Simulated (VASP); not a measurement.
Write the native input for VASP 6.6.1 that does the following.

```yaml
Task: single point
Functional: PBE
Potentials_or_basis: VASP PAW PBE potentials, release 64 (Ag)
Cutoff: 520 eV
k_mesh: 19 × 19 × 19
Occupations: fermi-dirac, width 0.1 eV
Spin: no spin polarisation
Dipole_correction: no
Further_INCAR_settings: ALGO = Normal; EDIFF = 1e-06; NBANDS = 12
```

The structure of Ag lies in POSCAR:

```
Ag
1.0
    0.0000000000      2.0734381516      2.0734381516
    2.0734381516      0.0000000000      2.0734381516
    2.0734381516      2.0734381516      0.0000000000
Ag
1
Direct
    0.0000000000      0.0000000000      0.0000000000
```

One way to write it, as run:

INCAR

```
ALGO = Normal ; EDIFF = 1E-6
ENCUT = 520 ; GGA = PE
ISIF = 2 ; ISMEAR = -1
LASPH = T ; LCHARG = F
LREAL = F ; LWAVE = F
NBANDS = 12 ; NELM = 100
PREC = Accurate ; SIGMA = 0.1
```

KPOINTS

```
k-points
0
Gamma
  19 19 19
```

Potentials or basis: VASP PAW PBE potentials, release 64 (Ag).

Command:

```sh
$ cat potpaw_PBE.64/Ag/POTCAR > POTCAR
$ mpirun -np 1 vasp_std > vasp.out
```

It gave:

| Item | Value |
| --- | --- |
| Pressure | 0.0 GPa |

It took 43 s on 1 thread of Intel Xeon 8259CL, with other jobs on the host, peak memory 0.17 GiB.
